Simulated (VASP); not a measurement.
Input of a VASP 6.6.1 run:

Contents of INCAR:

```
SYSTEM = CoO
ALGO = Normal
EDIFF = 1E-6
ENCUT = 520
ISIF = 2
ISMEAR = -1
ISPIN = 2
LASPH = .True.
LCHARG = .True.
LELF = .True.
LMAXMIX = 4
LORBIT = 11
LREAL = .False.
LVHAR = .True.
LWAVE = .False.
MAGMOM = 2 0
NBANDS = 18
NELM = 150
PREC = Accurate
SIGMA = 0.05
```

File KPOINTS:

```
k-points
0
Gamma
  11 11 11
  0 0 0
```

POSCAR

```
CoO
1.0
    0.0000000000      2.1315000000      2.1315000000
    2.1315000000      0.0000000000      2.1315000000
    2.1315000000      2.1315000000      0.0000000000
Co O
1 1
Direct
    0.0000000000      0.0000000000      0.0000000000
    0.5000000000      0.5000000000      0.5000000000
```

Potentials or basis: VASP PAW LDA potentials, release 64 (Co, O).

The run is started by

```console
$ cat potpaw_LDA.64/Co/POTCAR potpaw_LDA.64/O/POTCAR > POTCAR
$ mpirun -np 1 vasp_std > vasp.out
```

(1) What does it give for the site moments?

(2) Predict the net moment.

(3) Predict the pressure.

## Answers

(1) Co +2.41; O +0.29 μB.

(2) 2.76 μB per cell.

(3) -20.6 GPa.

Caveat: a cell with one magnetic atom can't hold antiferromagnetic order, which such compounds often take.
